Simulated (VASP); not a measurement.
A run of VASP 6.6.1 is set up as follows.

Contents of POSCAR:

```
SiGe2
1.0
    0.0000000000      2.9105419685      2.9105419685
    2.9105419685      0.0000000000      2.9105419685
    2.9105419685      2.9105419685      0.0000000000
Si Ge
1 2
Direct
    0.0000000000      0.0000000000      0.0000000000
    0.2500000000      0.2500000000      0.2500000000
    0.7500000000      0.7500000000      0.7500000000
```

INCAR.step1

```
SYSTEM = SiGe2
PREC = Accurate
ENCUT = 520
ISMEAR = 0
SIGMA = 0.1
LREAL = .FALSE.
LASPH = .TRUE.
NELM = 60
NBANDS = 23
GGA = PE
ALGO = Normal
EDIFF = 1E-4
LWAVE = .TRUE.
LCHARG = .FALSE.
```

The input INCAR.step2:

```
SYSTEM = SiGe2
PREC = Accurate
ENCUT = 520
EDIFF = 1E-7
ISMEAR = 0
SIGMA = 0.1
LREAL = .FALSE.
LASPH = .TRUE.
NELM = 60
ALGO = Normal
ISIF = 2
LWAVE = .FALSE.
LCHARG = .FALSE.
METAGGA = R2SCAN
LMIXTAU = .TRUE.
NBANDS = 23
ISTART = 1
```

Contents of KPOINTS:

```
regular mesh
0
G
  6 6 6
  0 0 0
```

Potentials or basis: VASP PAW PBE potentials, release 64 (Si, Ge_d).

Command:

```sh
$ cat potpaw_PBE.64/Si/POTCAR potpaw_PBE.64/Ge_d/POTCAR > POTCAR
$ cp INCAR.step1 INCAR
$ mpirun -np 1 vasp_std > vasp.out
$ cp INCAR.step2 INCAR
$ mpirun -np 1 vasp_std > vasp.out
```

Task: Estimate the band gap on the k mesh.

Result: Zero (bands 16 and 17 overlap by 2.86 eV).

Task: Estimate the pressure.

Result: 14.8 GPa.

Caveat: the cell stands under pressure; the PAW data sets were made with another functional, which shifts forces and pressure a little.
